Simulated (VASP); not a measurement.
Se3Br: single point with PBE

Se3Br:

```
CELL_PARAMETERS angstrom
-1.90124 1.90124 8.48190
1.90124 -1.90124 8.48190
1.90124 1.90124 -8.48190
ATOMIC_POSITIONS crystal
Se 0.25000 0.75000 0.50000
Se 0.75000 0.25000 0.50000
Se 0.50000 0.50000 0.00000
Br 0.00000 0.00000 0.00000
```

| Quantity | Value |
| --- | --- |
| Program | VASP 6.6.1 |
| Task | single point |
| Functional | PBE |
| Potentials or basis | VASP PAW PBE potentials, release 64 (Se, Br) |
| Cutoff | 520 eV |
| k mesh | 8 × 8 × 8 |
| Occupations | gaussian, width 0.01 eV |
| Spin | no spin polarisation |
| Dipole correction | no |
| Further INCAR settings | ALGO = Normal; EDIFF = 1e-07; NBANDS = 20 |

| Quantity | Value |
| --- | --- |
| Pressure | 0.1 GPa |
| Band gap on the k mesh | zero (an odd number of electrons rules out a gap without spin polarisation) |

Levels at points of the mesh, in eV from the Fermi level:
| k point | band 10 | band 11 | band 12 | band 13 | band 14 | band 15 |
| --- | --- | --- | --- | --- | --- | --- |
| (0.00, 0.00, 0.00) | -3.13 | 0.34 | 1.29 | 2.39 | 2.39 | 3.76 |
| (0.50, 0.00, 0.00) | -1.51 | -1.42 | -1.33 | -1.33 | -1.08 | -0.78 |
| (0.50, 0.50, 0.00) | -0.94 | -0.91 | -0.83 | 3.82 | 3.82 | 5.53 |
| (0.50, 0.50, 0.50) | -3.46 | 0.31 | 1.29 | 2.39 | 2.39 | 3.76 |

It took 9 min on 1 thread of Intel(R) Xeon(R) 6975P-C (Granite Rapids) (shared host), peak memory 0.71 GiB.

Caveat: an odd number of electrons without spin polarisation forces a metal; a magnetic or distorted state may lie lower.
